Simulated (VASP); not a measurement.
# Ta (Im-3m) in VASP: relaxation of cell and atoms with LDA

Aim: the relaxation of cell and atoms of Ta with LDA.

Everything below comes from runs of VASP 6.6.1. Logs are shortened: lines on timing, memory, paths and dates and some standing lists are left out, and cuts for length are marked.

## Step 1: The cell of the first run

The structure is cubic, space group Im-3m (No. 229). The conventional cell has a = 3.303 Å, b = 3.303 Å, c = 3.303 Å, α = 90.00°, β = 90.00°, γ = 90.00°. Within 3.8 Å of Ta (site symmetry m-3m) lie 14 Ta at 2.86 to 3.30 Å.

## Step 2: Relaxation of cell and atoms, LDA

File INCAR:

```
SYSTEM = Ta
PREC = Accurate
ENCUT = 500
EDIFF = 1E-7
ISMEAR = 0
SIGMA = 0.05
LREAL = .FALSE.
LASPH = .TRUE.
NELM = 120
ALGO = Normal
ISIF = 3
LWAVE = .FALSE.
LCHARG = .FALSE.
GGA = CA
IBRION = 2
NSW = 80
EDIFFG = -0.03
GGA_COMPAT = .FALSE.
NELMIN = 4
```

File KPOINTS:

```
Automatic mesh
0
G
  9 9 9
  0 0 0
```

File POSCAR:

```
Ta
1.0
   -1.6512800000      1.6512800000      1.6512800000
    1.6512800000     -1.6512800000      1.6512800000
    1.6512800000      1.6512800000     -1.6512800000
Ta
1
Direct
    0.0000000000      0.0000000000      0.0000000000
```

Potentials or basis: VASP PAW LDA potentials, release 64 (Ta_sv_GW).

Run with:

```console
$ cat potpaw_LDA.64/Ta_sv_GW/POTCAR > POTCAR
$ mpirun -np 1 vasp_std > vasp.out
```

OUTCAR:

```text
SYSTEM = Ta
   PREC = Accurate
   ENCUT = 500
   EDIFF = 1E-7
   ISMEAR = 0
   LREAL = .FALSE.
   LASPH = .TRUE.
   NELM = 120
   ISIF = 3
   GGA = CA
   IBRION = 2
   NSW = 80
   EDIFFG = -0.03
   NELMIN = 4

 ion  position               nearest neighbor table
   1  0.000  0.000  0.000-

  LATTYP: Found a body centered cubic cell.
 ALAT       =     3.3025600000

  Lattice vectors:

 A1 = (  -1.6512800000,   1.6512800000,   1.6512800000)
 A2 = (   1.6512800000,  -1.6512800000,   1.6512800000)
 A3 = (   1.6512800000,   1.6512800000,  -1.6512800000)

Analysis of symmetry for initial positions (statically):
=====================================================================
 Subroutine PRICEL returns:
 Original cell was already a primitive cell.

 Routine SETGRP: Setting up the symmetry group for a
 body centered cubic supercell.

 Subroutine GETGRP returns: Found 48 space group operations
 (whereof 48 operations were pure point group operations)
 out of a pool of 48 trial point group operations.

The static configuration has the point symmetry O_h .

Analysis of symmetry for dynamics (positions and initial velocities):
=====================================================================
 Subroutine PRICEL returns:
 Original cell was already a primitive cell.

 Routine SETGRP: Setting up the symmetry group for a
 body centered cubic supercell.

 Subroutine GETGRP returns: Found 48 space group operations
 (whereof 48 operations were pure point group operations)
 out of a pool of 48 trial point group operations.

The dynamic configuration has the point symmetry O_h .

 Subroutine INISYM returns: Found 48 space group operations
 (whereof 48 operations are pure point group operations),
 and found     1 'primitive' translations

----------------------------------------------------------------------------------------

                                     Primitive cell

  volume of cell :      18.0104

  direct lattice vectors                    reciprocal lattice vectors
    -1.651280000  1.651280000  1.651280000     0.000000000  0.302795407  0.302795407
     1.651280000 -1.651280000  1.651280000     0.302795407  0.000000000  0.302795407
     1.651280000  1.651280000 -1.651280000     0.302795407  0.302795407  0.000000000

  length of vectors
     2.860100858  2.860100858  2.860100858     0.428217371  0.428217371  0.428217371

  position of ions in fractional coordinates (direct lattice)
     0.000000000  0.000000000  0.000000000

  ion indices of the primitive-cell ions
   primitive index   ion index
[... 94 lines left out ...]
  volume/ion in A,a.u.               =      18.01       121.54
  Fermi-wavevector in a.u.,A,eV,Ry     =   1.468527  2.775113 29.341932  2.156571
  Thomas-Fermi vector in A             =   2.584014
   LORBIT       =      0    0 simple, 1 ext, 2 COOP (PROOUT), +10 PAW based schemes
   GGA     = CA    functional components
   LHFCALC =     F    Hartree Fock is set to
   AEXX    =    0.0000 exact exchange contribution
   IVDW    =     0    specifies the selected vdW correction
   LEPSILON=     F    determine dielectric tensor
   LRPA    =     F    only Hartree local field effects (RPA)
 conjugate gradient relaxation of ions
 non-spin polarized calculation
 Gauss-broadening in eV      SIGMA  =   0.05
  energy-cutoff  :      500.00
  volume of cell :       18.01
 maximum number of plane-waves:       470
 NGX is ok and might be reduce to    24
   NGX = 11   NGY = 11   NGZ = 11

--------------------------------------- Ionic step        1  -------------------------------------------

 number of electron      12.9999998 magnetization

 Free energy of the ion-electron system (eV)
  ---------------------------------------------------
  ext. energy  EPLUGINS =         0.00000000
  ---------------------------------------------------
  free energy    TOTEN  =       -15.27800417 eV

  energy without entropy =      -15.27482802  energy(sigma->0) =      -15.27641610

------------------------ aborting loop because EDIFF is reached ----------------------------------------

  FORCE on cell =-STRESS in cart. coord.  units (eV):
  Direction    XX          YY          ZZ          XY          YZ          ZX
  --------------------------------------------------------------------------------------
  -------------------------------------------------------------------------------------
  Total       -1.1919968     -1.1919968     -1.1919968     -0.0000000     -0.0000000     -0.0000000
  in kB     -106.0384901   -106.0384901   -106.0384901     -0.0000000     -0.0000000     -0.0000000
  external PRESSURE =    -106.0384901 kB  Pullay stress =       0.0000000 kB
[... 92 lines left out ...]
--------------------------------------- Ionic step        4  -------------------------------------------

 number of electron      13.0000001 magnetization

 Free energy of the ion-electron system (eV)
  ---------------------------------------------------
  ext. energy  EPLUGINS =         0.00000000
  ---------------------------------------------------
  free energy    TOTEN  =       -15.30991204 eV

  energy without entropy =      -15.30790072  energy(sigma->0) =      -15.30890638

 E-fermi :  10.9484     XC(G=0): -13.5522

 val. band max:       10.9284264897   @ k =  -0.2222   0.2222   0.1111
 cond. band min:      11.0075670688   @ k =  -0.2222   0.3333   0.1111
 fundamental gap:      0.0791405790
 Fermi energy:        10.9483699571

 k-point     1 :       0.0000    0.0000    0.0000
  band No.  band energies     occupation
      1     -55.7417      2.00000
      2     -21.7816      2.00000
      3     -21.7816      2.00000
      4     -21.7816      2.00000
      5       2.8753      2.00000
      6      11.5772      0.00000
      7      11.5772      0.00000
      8      11.5772      0.00000
      9      15.0156      0.00000
     10      15.0156      0.00000
[... 287 lines left out ...]
 k-point    24 :      -0.4444   -0.4444    0.1111
  band No.  band energies     occupation
      1     -55.5656      2.00000
      2     -23.0506      2.00000
      3     -22.4528      2.00000
      4     -22.0087      2.00000
      5       7.5578      2.00000
      6      10.0387      2.00000
      7      10.3185      2.00000
      8      13.5893      0.00000
      9      17.1855      0.00000
     10      20.3573      0.00000

 [... further k-points ...]

------------------------ aborting loop because EDIFF is reached ----------------------------------------

  FORCE on cell =-STRESS in cart. coord.  units (eV):
  Direction    XX          YY          ZZ          XY          YZ          ZX
  --------------------------------------------------------------------------------------
  -------------------------------------------------------------------------------------
  Total       -0.0091193     -0.0091193     -0.0091193     -0.0000000     -0.0000000      0.0000000
  in kB       -0.8543385     -0.8543385     -0.8543385     -0.0000000     -0.0000000      0.0000000
  external PRESSURE =      -0.8543385 kB  Pullay stress =       0.0000000 kB
[... 16 lines left out ...]
  FREE ENERGIE OF THE ION-ELECTRON SYSTEM (eV)
  ---------------------------------------------------
  free  energy   TOTEN  =       -15.3099120450 eV

  energy  without entropy=      -15.3079007202  energy(sigma->0) =      -15.30890638

 reached required accuracy - stopping structural energy minimisation
```

It took 23 s on 1 thread of Intel Xeon Platinum 8259CL at 2.50GHz (Skylake/Cascade Lake), shared host; peak memory 0.15 GiB.

What came out:

* Free energy: -15.3099 eV
* Relaxed volume: 17.10 Å³/atom
* Relaxed cell: a = 2.811 Å, b = 2.811 Å, c = 2.811 Å, α = 109.47°, β = 109.47°, γ = 109.47°
* Space group after relaxing (to 0.1 Å): Im-3m (No. 229)
* Energy gained by relaxing: 31.9 meV/atom
* Ionic steps: 4
* Pressure after relaxing: -0.1 GPa
* Band gap on the k mesh: zero (an odd number of electrons rules out a gap without spin polarisation)

The path:
| step | energy change (eV) | largest force (eV/Å) | pressure (GPa) | volume (Å³) |
| --- | --- | --- | --- | --- |
| 1 | 0.0000 | 0.0000 | -10.60 | 18.01 |
| 2 | 0.1771 | 0.0000 | 36.03 | 15.08 |
| 3 | -0.0318 | 0.0000 | -0.81 | 17.16 |
| 4 | -0.0319 | 0.0000 | -0.09 | 17.10 |

Final structure:
```
CELL_PARAMETERS angstrom
-1.62304 1.62304 1.62304
1.62304 -1.62304 1.62304
1.62304 1.62304 -1.62304
ATOMIC_POSITIONS crystal
Ta 0.00000 0.00000 0.00000
```

Caveat: spin-orbit coupling is left out, which moves the levels of the heavy elements. LDA usually gives volumes a few per cent too small.

The gap in the log of VASP goes by the Fermi energy; the results here count the filled bands.